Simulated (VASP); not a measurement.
# Mg (P6/mmm) in VASP: further runs

The runs below take Mg through single point, with LDA.

Everything below comes from runs of VASP 6.6.1. Logs are shortened: lines on timing, memory, paths and dates and some standing lists are left out, and cuts for length are marked.

## 1. The cell of the first run

The structure is hexagonal, space group P6/mmm (No. 191). Conventional cell: a = 3.096 Å, b = 3.096 Å, c = 3.045 Å, α = 90.00°, β = 90.00°, γ = 120.00°. Mg (site symmetry 6/mmm) has 8 Mg at 3.04 to 3.10 Å within 4.0 Å.

## 2. Single point, LDA (strain +0.015 along x and y, +0.000 along z)

INCAR

```
SYSTEM = Mg
PREC = Accurate
ENCUT = 520
EDIFF = 1E-6
ISMEAR = 0
SIGMA = 0.15
LREAL = .False.
LASPH = .True.
NELM = 100
ALGO = Normal
ISIF = 2
LWAVE = .False.
LCHARG = .False.
NBANDS = 7
```

KPOINTS

```
regular mesh
0
Gamma
  18 18 16
  0 0 0
```

POSCAR

```
Mg
1.0
    3.0960542975      0.0000000000      0.0000000000
   -1.5480271488      2.6812616731      0.0000000000
    0.0000000000      0.0000000000      3.0448375700
Mg
1
Direct
    0.0000000000      0.0000000000      0.0000000000
```

Potentials or basis: VASP PAW LDA potentials, release 64 (Mg).

On the command line:

```
> cat potpaw_LDA.64/Mg/POTCAR > POTCAR
> mpirun -np 1 vasp_std > vasp.out
```

OUTCAR:

```text
SYSTEM = Mg
   PREC = Accurate
   ENCUT = 520
   EDIFF = 1E-6
   ISMEAR = 0
   LREAL = .False.
   LASPH = .True.
   NELM = 100
   ISIF = 2

 ion  position               nearest neighbor table
   1  0.000  0.000  0.000-

  LATTYP: Found a hexagonal cell.
 ALAT       =     3.0960542975
 C/A-ratio  =     0.9834574195

  Lattice vectors:

 A1 = (   3.0960542975,   0.0000000000,   0.0000000000)
 A2 = (  -1.5480271488,   2.6812616731,   0.0000000000)
 A3 = (   0.0000000000,   0.0000000000,   3.0448375700)

Analysis of symmetry for initial positions (statically):
=====================================================================
 Subroutine PRICEL returns:
 Original cell was already a primitive cell.

 Routine SETGRP: Setting up the symmetry group for a
 hexagonal supercell.

 Subroutine GETGRP returns: Found 24 space group operations
 (whereof 24 operations were pure point group operations)
 out of a pool of 24 trial point group operations.

The static configuration has the point symmetry D_6h.

Analysis of symmetry for dynamics (positions and initial velocities):
=====================================================================
 Subroutine PRICEL returns:
 Original cell was already a primitive cell.

 Routine SETGRP: Setting up the symmetry group for a
 hexagonal supercell.

 Subroutine GETGRP returns: Found 24 space group operations
 (whereof 24 operations were pure point group operations)
 out of a pool of 24 trial point group operations.

The dynamic configuration has the point symmetry D_6h.

 Subroutine INISYM returns: Found 24 space group operations
 (whereof 24 operations are pure point group operations),
 and found     1 'primitive' translations

----------------------------------------------------------------------------------------

                                     Primitive cell

  volume of cell :      25.2762

  direct lattice vectors                    reciprocal lattice vectors
     3.096054297  0.000000000  0.000000000     0.322991751  0.186479375  0.000000000
    -1.548027149  2.681261673  0.000000000     0.000000000  0.372958749  0.000000000
     0.000000000  0.000000000  3.044837570     0.000000000  0.000000000  0.328424744

  length of vectors
     3.096054297  3.096054297  3.044837570     0.372958749  0.372958749  0.328424744

  position of ions in fractional coordinates (direct lattice)
     0.000000000  0.000000000  0.000000000

  ion indices of the primitive-cell ions
   primitive index   ion index
                 1           1

----------------------------------------------------------------------------------------

 KPOINTS: regular mesh

Automatic generation of k-mesh.
 Grid dimensions read from file:
 generate k-points for:   18   18   16

 Generating k-lattice:

  Cartesian coordinates                     Fractional coordinates (reciprocal lattice)
     0.017943986  0.010359965  0.000000000     0.055555556 -0.000000000  0.000000000
     0.000000000  0.020719931  0.000000000     0.000000000  0.055555556  0.000000000
     0.000000000  0.000000000  0.020526547     0.000000000  0.000000000  0.062500000

  Length of vectors
     0.020719931  0.020719931  0.020526547

  Shift w.r.t. Gamma in fractional coordinates (k-lattice)
     0.000000000  0.000000000  0.000000000

 Subroutine IBZKPT returns following result:
 ===========================================

 Found    333 irreducible k-points:

 Following reciprocal coordinates:
            Coordinates               Weight
  0.000000  0.000000  0.000000      1.000000
  0.055556 -0.000000  0.000000      6.000000
  0.111111 -0.000000  0.000000      6.000000
  0.166667 -0.000000  0.000000      6.000000
  0.222222 -0.000000  0.000000      6.000000
  0.277778 -0.000000  0.000000      6.000000
[... 16 lines left out ...]
  0.333333  0.111111  0.000000     12.000000
  0.388889  0.111111  0.000000     12.000000
 [... further k-points ...]
   k-points           NKPTS =    333   k-points in BZ     NKDIM =    333   number of bands    NBANDS=      7
   number of dos      NEDOS =    301   number of ions     NIONS =      1
   total plane-waves  NPLWV =  13824
   dimension x,y,z NGX =    24 NGY =   24 NGZ =   24
   dimension x,y,z NGXF=    48 NGYF=   48 NGZF=   48
   ions per type =               1
   NGX,Y,Z   is equivalent  to a cutoff of  12.89, 12.89, 13.10 a.u.
   NGXF,Y,Z  is equivalent  to a cutoff of  25.77, 25.77, 26.21 a.u.
 SYSTEM =  Mg
   PREC   = accura    normal or accurate (medium, high low for compatibility)
   ISTART =      0    job   : 0-new  1-cont  2-samecut
   ICHARG =      2    charge: 1-file 2-atom 10-const
   ISPIN  =      1    spin polarized calculation?
   LNONCOLLINEAR =      F non collinear calculations
   LSORBIT =      F    spin-orbit coupling
   LASPH  =      T    aspherical Exc in radial PAW
   ENCUT  =  520.0 eV  38.22 Ry    6.18 a.u.   5.76  5.76  5.66*2*pi/ulx,y,z
   NELM   =    100;   NELMIN=  2; NELMDL= -5     # of ELM steps
   EDIFF  = 0.1E-05   stopping-criterion for ELM
   LREAL  =      F    real-space projection
   EDIFFG = 0.1E-04   stopping-criterion for IOM
   NSW    =      0    number of steps for IOM
   IBRION =     -1    ionic relax: 0-MD 1-quasi-New 2-CG
   NFREE  =      0    steps in history (QN), initial steepest desc. (CG)
   ISIF   =      2    stress and relaxation
   ISYM   =      2    0-nonsym 1-usesym 2-fastsym
   POTIM  = 0.5000    time-step for ionic-motion
   TEBEG  =    0.0;   TEEND  =   0.0 temperature during run
   PSTRESS=    0.0 pullay stress
   NELECT =       2.0000    total number of electrons
   NUPDOWN=      -1.0000    fix difference up-down
   EMIN   =  10.00;   EMAX   =-10.00  energy-range for DOS
   EFERMI =   0.00;   METHOD = LEGACY
   ISMEAR =     0;   SIGMA  =   0.15  broadening in eV -4-tet -1-fermi 0-gaus
   EFERMI_NEDOS =   21; number of points for ismear=-14 and -15
   IALGO  =     38    algorithm
   IMIX   =      4    mixing-type and parameters
     AMIX     =   0.40;   BMIX     =  1.00
     AMIX_MAG =   1.60;   BMIX_MAG =  1.00
  volume/ion in A,a.u.               =      25.28       170.57
  Fermi-wavevector in a.u.,A,eV,Ry     =   0.702826  1.328148  6.720785  0.493964
  Thomas-Fermi vector in A             =   1.787630
   LORBIT       =      0    0 simple, 1 ext, 2 COOP (PROOUT), +10 PAW based schemes
   GGA     = CA    functional components
   LHFCALC =     F    Hartree Fock is set to
   AEXX    =    0.0000 exact exchange contribution
   IVDW    =     0    specifies the selected vdW correction
   LEPSILON=     F    determine dielectric tensor
   LRPA    =     F    only Hartree local field effects (RPA)
 non-spin polarized calculation
 Gauss-broadening in eV      SIGMA  =   0.15
  energy-cutoff  :      520.00
  volume of cell :       25.28
 maximum number of plane-waves:       694
 NGX is ok and might be reduce to    24
   NGX = 11   NGY = 11   NGZ = 11

 number of electron       2.0000000 magnetization

 Free energy of the ion-electron system (eV)
  ---------------------------------------------------
  ext. energy  EPLUGINS =         0.00000000
  ---------------------------------------------------
  free energy    TOTEN  =        -1.56510668 eV

  energy without entropy =       -1.56034296  energy(sigma->0) =       -1.56272482

 E-fermi :   1.9594     XC(G=0):  -8.3492

 val. band max:        1.9261984415   @ k =   0.3333   0.0000   0.5000
 cond. band min:       1.9614615076   @ k =   0.3889   0.0556   0.4375
 fundamental gap:      0.0352630660
 Fermi energy:         1.9594229598

 k-point     1 :       0.0000    0.0000    0.0000
  band No.  band energies     occupation
      1      -4.5502      2.00000
      2      10.0203      0.00000
      3      10.7507      0.00000
      4      14.1620      0.00000
      5      14.1620      0.00000
      6      14.8735      0.00000
      7      14.8735      0.00000

 k-point     2 :       0.0556   -0.0000    0.0000
  band No.  band energies     occupation
      1      -4.4856      2.00000
      2       9.9949      0.00000
      3      10.8045      0.00000
      4      12.9778      0.00000
      5      13.5360      0.00000
      6      15.0082      0.00000
      7      15.6098      0.00000

 k-point     3 :       0.1111   -0.0000    0.0000
  band No.  band energies     occupation
      1      -4.2918      2.00000
      2       9.7895      0.00000
      3      10.9659      0.00000
      4      11.4838      0.00000
      5      12.7581      0.00000
      6      14.7157      0.00000
      7      16.7181      0.00000

 k-point     4 :       0.1667   -0.0000    0.0000
  band No.  band energies     occupation
      1      -3.9698      2.00000
      2       8.8511      0.00000
      3      10.7215      0.00000
      4      11.2351      0.00000
      5      12.0698      0.00000
      6      14.4079      0.00000
      7      17.9544      0.00000

 k-point     5 :       0.2222   -0.0000    0.0000
  band No.  band energies     occupation
      1      -3.5208      2.00000
      2       7.3662      0.00000
      3      10.5274      0.00000
      4      11.4853      0.00000
      5      11.6126      0.00000
      6      14.2847      0.00000
      7      19.2997      0.00000

 k-point     6 :       0.2778   -0.0000    0.0000
  band No.  band energies     occupation
      1      -2.9464      2.00000
      2       5.8378      0.00000
      3      10.3958      0.00000
      4      11.0069      0.00000
      5      12.0985      0.00000
      6      14.4232      0.00000
      7      19.8623      0.00000

 k-point     7 :       0.3333    0.0000    0.0000
  band No.  band energies     occupation
      1      -2.2488      2.00000
      2       4.3742      0.00000
      3      10.2480      0.00000
      4      10.6350      0.00000
      5      12.6930      0.00000
      6      14.8235      0.00000
      7      18.5567      0.00000

 k-point     8 :       0.3889    0.0000    0.0000
  band No.  band energies     occupation
      1      -1.4309      2.00000
      2       3.0020      0.00000
      3      10.1084      0.00000
      4      10.3697      0.00000
      5      13.3946      0.00000
      6      15.4429      0.00000
      7      17.3334      0.00000

 k-point     9 :       0.4444   -0.0000    0.0000
  band No.  band energies     occupation
      1      -0.4970      2.00000
      2       1.7336      1.96673
      3      10.0104      0.00000
      4      10.2105      0.00000
      5      14.1959      0.00000
      6      16.2145      0.00000
      7      16.2174      0.00000

 k-point    10 :       0.5000    0.0000    0.0000
  band No.  band energies     occupation
      1       0.4389      2.00000
      2       0.6860      2.00000
      3       9.9754      0.00000
      4      10.1575      0.00000
      5      14.9044      0.00000
      6      15.3994      0.00000
      7      16.8289      0.00000

 k-point    11 :       0.0556    0.0556    0.0000
  band No.  band energies     occupation
      1      -4.3564      2.00000
      2       9.9028      0.00000
      3      10.9121      0.00000
      4      11.8438      0.00000
      5      12.8124      0.00000
      6      15.4300      0.00000
      7      15.8047      0.00000
[... 51 lines left out ...]
 k-point    17 :       0.3889    0.0556    0.0000
  band No.  band energies     occupation
      1      -0.9312      2.00000
      2       2.3994      0.00003
      3       8.7270      0.00000
      4      11.6066      0.00000
      5      13.8256      0.00000
      6      15.9052      0.00000
      7      16.7986      0.00000

 k-point    18 :       0.4444    0.0556    0.0000
  band No.  band energies     occupation
      1       0.0544      2.00000
      2       1.1907      2.00000
      3       8.6262      0.00000
      4      11.5505      0.00000
      5      14.6601      0.00000
      6      15.7518      0.00000
      7      16.6660      0.00000

 k-point    19 :       0.1111    0.1111    0.0000
  band No.  band energies     occupation
      1      -3.7771      2.00000
      2       8.9174      0.00000
      3       9.1995      0.00000
      4      11.3969      0.00000
      5      12.1381      0.00000
      6      15.9231      0.00000
      7      16.6513      0.00000

 k-point    20 :       0.1667    0.1111    0.0000
  band No.  band energies     occupation
      1      -3.3289      2.00000
      2       7.5380      0.00000
      3       8.5202      0.00000
      4      11.7747      0.00000
      5      12.3015      0.00000
      6      15.7772      0.00000
      7      17.6444      0.00000

 k-point    21 :       0.2222    0.1111    0.0000
  band No.  band energies     occupation
      1      -2.7557      2.00000
      2       6.0094      0.00000
      3       8.0657      0.00000
      4      12.2612      0.00000
      5      12.5659      0.00000
      6      15.5624      0.00000
      7      18.9470      0.00000

 k-point    22 :       0.2778    0.1111    0.0000
  band No.  band energies     occupation
      1      -2.0595      2.00000
      2       4.5494      0.00000
      3       7.6983      0.00000
      4      12.8070      0.00000
      5      12.8565      0.00000
      6      15.5861      0.00000
      7      18.7061      0.00000

 k-point    23 :       0.3333    0.1111    0.0000
  band No.  band energies     occupation
      1      -1.2432      2.00000
      2       3.1810      0.00000
      3       7.4292      0.00000
      4      12.9459      0.00000
      5      13.5596      0.00000
      6      15.9223      0.00000
      7      17.4905      0.00000

 k-point    24 :       0.3889    0.1111    0.0000
  band No.  band energies     occupation
      1      -0.3114      2.00000
      2       1.9161      1.31711
      3       7.2654      0.00000
      4      12.9930      0.00000
      5      14.3639      0.00000
      6      16.3716      0.00000
      7      16.5170      0.00000

 [... further k-points ...]
[... 5 lines left out ...]
  --------------------------------------------------------------------------------------
  -------------------------------------------------------------------------------------
  Total       -0.3124792     -0.3124792     -0.1479836      0.0000000      0.0000000     -0.0000000
  in kB      -19.8070474    -19.8070474     -9.3802033      0.0000000      0.0000000     -0.0000000
  external PRESSURE =     -16.3314327 kB  Pullay stress =       0.0000000 kB

 VOLUME and BASIS-vectors are now :
 -----------------------------------------------------------------------------
  energy-cutoff  :      520.00
  volume of cell :       25.28
      direct lattice vectors                 reciprocal lattice vectors
     3.096054297  0.000000000  0.000000000     0.322991751  0.186479375  0.000000000
    -1.548027149  2.681261673  0.000000000     0.000000000  0.372958749  0.000000000
     0.000000000  0.000000000  3.044837570     0.000000000  0.000000000  0.328424744

 POSITION                                       TOTAL-FORCE (eV/Angst)
 -----------------------------------------------------------------------------------
      0.00000      0.00000      0.00000        -0.000000      0.000000      0.000000
 -----------------------------------------------------------------------------------
    total drift:                                0.000000      0.000000      0.000000

  FREE ENERGIE OF THE ION-ELECTRON SYSTEM (eV)
  ---------------------------------------------------
  free  energy   TOTEN  =        -1.5651066771 eV

  energy  without entropy=       -1.5603429622  energy(sigma->0) =       -1.56272482
```

Run time: 9.3 s. Hardware: 1 thread of Intel Xeon 6975P-C (Granite Rapids), shared host; peak memory 0.17 GiB.

Results:

* Free energy: -1.5651 eV
* Pressure: -1.6 GPa
* Band gap on the k mesh: zero (band 1 reaches 5.00 eV, above the bottom of band 2 at -0.23 eV)

Levels at points of the mesh, in eV from the Fermi level:
| k point | band 1 | band 2 | band 3 | band 4 | band 5 |
| --- | --- | --- | --- | --- | --- |
| (0.00, 0.00, 0.00) | -6.51 | 8.06 | 8.79 | 12.20 | 12.20 |
| (0.50, 0.00, 0.00) | -1.52 | -1.27 | 8.02 | 8.20 | 12.94 |
| (0.00, 0.00, 0.50) | -2.87 | -2.19 | 14.36 | 14.36 | 15.63 |
| (0.50, 0.00, 0.50) | 1.51 | 2.30 | 2.91 | 3.12 | 11.30 |

Caveat: the cell differs from its parent crystal (strain +0.015 along x and y, +0.000 along z).

(Part 1 of 2 ends here.)
